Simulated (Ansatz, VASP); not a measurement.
# HC20: VASP beside Ansatz

INCAR

```
PREC = Accurate
ENCUT = 520
EDIFF = 1E-6
ISMEAR = 0
SIGMA = 0.1
LREAL = Auto
LASPH = T
NELM = 60
ALGO = Normal
ISIF = 2
LWAVE = F
LCHARG = F
LDIPOL = T
IDIPOL = 3
DIPOL = 0.5 0.5 0.305
GGA = PE
IVDW = 12
NBANDS = 56
```

Contents of KPOINTS:

```
regular mesh
0
Gamma
  6 4 1
```

POSCAR

```
HC20
1.0
    4.9292027291      0.0000000000      0.0000000000
    0.0000000000      6.8054113579      0.0000000000
    0.0000000000      0.0000000000     22.2346643469
C H
20 1
Direct
    0.3122885183      0.2500141188      0.1798992752
    0.8122885183      0.2500141188      0.1798992752
    0.0622635010      0.2500141188      0.2119095571
    0.5622635010      0.2500141188      0.2119095571
    0.1871989222      0.7499858812      0.2279080302
    0.6871989222      0.7499858812      0.2279080302
    0.4371739048      0.7499858812      0.2599183120
    0.9371739048      0.7499858812      0.2599183120
    0.0621093260      0.2500141188      0.2759167852
    0.5621093260      0.2500141188      0.2759167852
    0.3120409925      0.2500133946      0.3071026518
    0.8120409925      0.2500133946      0.3071026518
    0.4371093881      0.7499905632      0.3309339292
    0.9371093881      0.7499905632      0.3309339292
    0.1866551682      0.7499900467      0.3565506911
    0.6866551682      0.7499900467      0.3565506911
    0.3119519864      0.2500147752      0.3740490919
    0.8119519864      0.2500147752      0.3740490919
    0.0621664184      0.2500173699      0.4018349100
    0.5621664184      0.2500173699      0.4018349100
    0.2288330851      0.5833507033      0.5502518120
```

Input for Ansatz:

```yaml
crystal:
  lattice:
    - [4.9292027291, 0.0, 0.0]
    - [0.0, 6.8054113579, 0.0]
    - [0.0, 0.0, 22.2346643469]
  atoms:
    - { symbol: C, position: [0.3122885183, 0.2500141188, 0.1798992752] }
    - { symbol: C, position: [0.8122885183, 0.2500141188, 0.1798992752] }
    - { symbol: C, position: [0.062263501, 0.2500141188, 0.2119095571] }
    - { symbol: C, position: [0.562263501, 0.2500141188, 0.2119095571] }
    - { symbol: C, position: [0.1871989222, 0.7499858812, 0.2279080302] }
    - { symbol: C, position: [0.6871989222, 0.7499858812, 0.2279080302] }
    - { symbol: C, position: [0.4371739048, 0.7499858812, 0.259918312] }
    - { symbol: C, position: [0.9371739048, 0.7499858812, 0.259918312] }
    - { symbol: C, position: [0.062109326, 0.2500141188, 0.2759167852] }
    - { symbol: C, position: [0.562109326, 0.2500141188, 0.2759167852] }
    - { symbol: C, position: [0.3120409925, 0.2500133946, 0.3071026518] }
    - { symbol: C, position: [0.8120409925, 0.2500133946, 0.3071026518] }
    - { symbol: C, position: [0.4371093881, 0.7499905632, 0.3309339292] }
    - { symbol: C, position: [0.9371093881, 0.7499905632, 0.3309339292] }
    - { symbol: C, position: [0.1866551682, 0.7499900467, 0.3565506911] }
    - { symbol: C, position: [0.6866551682, 0.7499900467, 0.3565506911] }
    - { symbol: C, position: [0.3119519864, 0.2500147752, 0.3740490919] }
    - { symbol: C, position: [0.8119519864, 0.2500147752, 0.3740490919] }
    - { symbol: C, position: [0.0621664184, 0.2500173699, 0.40183491] }
    - { symbol: C, position: [0.5621664184, 0.2500173699, 0.40183491] }
    - { symbol: H, position: [0.2288330851, 0.5833507033, 0.550251812] }
basis:
  ecutwfc: 420
kpoints:
  mp_grid: { grid: [6, 4, 1] }
hamiltonian:
  xc: pbe
  pseudopotentials: { kind: paw, azcp: { folder: soft_1 } }
  dispersion: d3bj
scf:
  occupations: { method: gaussian, width: 0.1 }
output:
  forces: true
  eigenvalues: true
efield:
  axis: 3
  dipole_correction: true
  ramp_width: 0.04
```

Alike in both runs: task single point; functional PBE; dispersion D3(BJ); k mesh 6 × 4 × 1; occupations gaussian, width 0.1 eV; no spin polarisation.

|  | VASP | Ansatz |
| --- | --- | --- |
| version | VASP 6.6.1 | Ansatz 0.2.0 |
| potentials or method | VASP PAW PBE potentials, release 64 (C, H), cutoff 520 eV | scalar-relativistic, plane waves, PAW |
| valence electrons in the cell | 81 | 81 |

|  | VASP | Ansatz | Ansatz less VASP |
| --- | --- | --- | --- |
| gap on the k mesh at the Fermi level (eV) | none | none | - |
| rms of the force components (eV/Å) | 1.094 | 1.102 | +0.0075 |

Atom by atom the forces differ by 0.012 eV/Å (rms over components). A gap of «none» marks a metal or a gap that the smearing closes. Ansatz's warnings: vacuum below fermi.
